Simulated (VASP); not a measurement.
Here is a VASP 6.6.1 calculation.

Contents of INCAR:

```
PREC = Accurate
ENCUT = 520
EDIFF = 1E-6
ISMEAR = 0
SIGMA = 0.1
LREAL = F
LASPH = T
NELM = 60
ALGO = Normal
ISIF = 2
LWAVE = F
LCHARG = T
GGA = PE
LELF = T
LVHAR = T
NBANDS = 29
```

The input KPOINTS:

```
Automatic mesh
0
Gamma
  4 4 4
```

File POSCAR:

```
B4MoRu
1.0
    4.1660946900      0.0000000000      0.0000000000
    0.0000000000      4.1660946900      0.0000000000
    0.0000000000      0.0000000000      4.1660946900
B Mo Ru
4 1 1
Direct
    0.7140359100      0.7140359100      0.7140359100
    0.2859640900      0.2859640900      0.7140359100
    0.2859640900      0.7140359100      0.2859640900
    0.7140359100      0.2859640900      0.2859640900
    0.0000000000      0.0000000000      0.0000000000
    0.5000000000      0.5000000000      0.5000000000
```

Potentials or basis: VASP PAW PBE potentials, release 64 (B, Mo_sv, Ru_pv).

Command:

```bash
$ cat potpaw_PBE.64/B/POTCAR potpaw_PBE.64/Mo_sv/POTCAR potpaw_PBE.64/Ru_pv/POTCAR > POTCAR
$ mpirun -np 1 vasp_std > vasp.out
```

Q: Predict the pressure.

A: 90.4 GPa.

Q: Predict the largest force.

A: 18.234 eV/Å.

Forces on the atoms (eV/Å):
```
B    10.527  10.527  10.527
B   -10.527 -10.527  10.527
B   -10.527  10.527 -10.527
B    10.527 -10.527 -10.527
Mo    0.000   0.000   0.000
Ru    0.000   0.000   0.000
```

Caveat: the k points lie up to 0.38 Å⁻¹ apart; forces of over 1 eV/Å act on the atoms, so gaps and moduli don't describe the material at rest.
